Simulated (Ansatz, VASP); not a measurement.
**C in VASP and in Ansatz**

File INCAR:

```
PREC     = Accurate       # precision mode
ENCUT    = 600            # plane-wave cutoff, eV
EDIFF    = 1E-6           # SCF threshold, eV
ISMEAR   = 0              # smearing method
SIGMA    = 0.1            # smearing width, eV
LREAL    = False          # projectors in reciprocal space
LASPH    = True           # aspherical terms in the spheres
NELM     = 60             # most SCF steps
ALGO     = Normal         # electronic algorithm
ISIF     = 3              # what is computed and relaxed
LWAVE    = False          # write WAVECAR
LCHARG   = False          # write CHGCAR
GGA      = PE             # functional
IBRION   = 2              # ionic algorithm
NSW      = 80             # ionic steps
EDIFFG   = -0.025         # ionic threshold
```

File KPOINTS:

```
regular mesh
0
Gamma
  6 4 4
```

Contents of POSCAR:

```
C
1.0
   -2.5025522691      0.0016016377     -0.0037063829
   -0.0061690879     -0.1070888474     -4.1338499317
    0.0027741177     -4.3470663537     -0.1114382274
C
8
Direct
    0.5674608085      0.3952263379      0.8234997561
    0.9699798895      0.4722495770      0.2781483482
    0.0282531410      0.9821318643      0.7070029656
    0.5386762468      0.9516093952      0.1587891007
    0.4816291878      0.0303161987      0.8424197656
    1.0261743239      0.0243297109      0.3528760940
    0.0190913947      0.5929910499      0.7052948333
    0.3687350076      0.5511458661      0.1319691364
```

Input for Ansatz:

```yaml
crystal:
  lattice:
    - [-2.5025522691, 0.0016016377, -0.0037063829]
    - [-0.0061690879, -0.1070888474, -4.1338499317]
    - [0.0027741177, -4.3470663537, -0.1114382274]
  atoms:
    - { symbol: C, position: [0.5674608085, 0.3952263379, 0.8234997561] }
    - { symbol: C, position: [0.9699798895, 0.472249577, 0.2781483482] }
    - { symbol: C, position: [0.028253141, 0.9821318643, 0.7070029656] }
    - { symbol: C, position: [0.5386762468, 0.9516093952, 0.1587891007] }
    - { symbol: C, position: [0.4816291878, 0.0303161987, 0.8424197656] }
    - { symbol: C, position: [1.0261743239, 0.0243297109, 0.352876094] }
    - { symbol: C, position: [0.0190913947, 0.5929910499, 0.7052948333] }
    - { symbol: C, position: [0.3687350076, 0.5511458661, 0.1319691364] }
basis:
  ecutwfc: 420
kpoints:
  mp_grid: { grid: [6, 4, 4] }
hamiltonian:
  xc: pbe
scf:
  occupations: { method: gaussian, width: 0.1 }
  lower_state_search: "off"
output:
  forces: true
  stress: true
  eigenvalues: true
relax:
  adjacent_minimum: "off"
  f_tol: 0.025
  max_steps: 60
  cell: { stress_tol: 0.25 }
```

Change from the starting cell: cell x2, atoms moved at random (sigma 0.15 Å) and cell strained at random (1.5 %), then relaxed without symmetry.

Alike in both runs: task relaxation of cell and atoms; functional PBE; k mesh 6 × 4 × 4; occupations gaussian, width 0.1 eV; no spin polarisation.

|  | VASP | Ansatz |
| --- | --- | --- |
| version | VASP 6.6.1 | Ansatz 0.2.0 |
| potentials or method | VASP PAW PBE potentials, release 64 (C), cutoff 600 eV | scalar-relativistic, plane waves, PAW |
| valence electrons in the cell | 32 | 32 |

VASP gave:

* gap on the k mesh at the Fermi level, each at its own relaxed structure (eV): 3.34
* relaxed volume (Å³/atom): 5.71
* relaxed length of the cell vector where the two differ most in proportion (Å): 2.512

Problem. What did Ansatz give for the same quantities?

Solution. gap on the k mesh at the Fermi level, each at its own relaxed structure (eV): 3.35; relaxed volume (Å³/atom): 5.71; relaxed length of the cell vector where the two differ most in proportion (Å): 2.512.
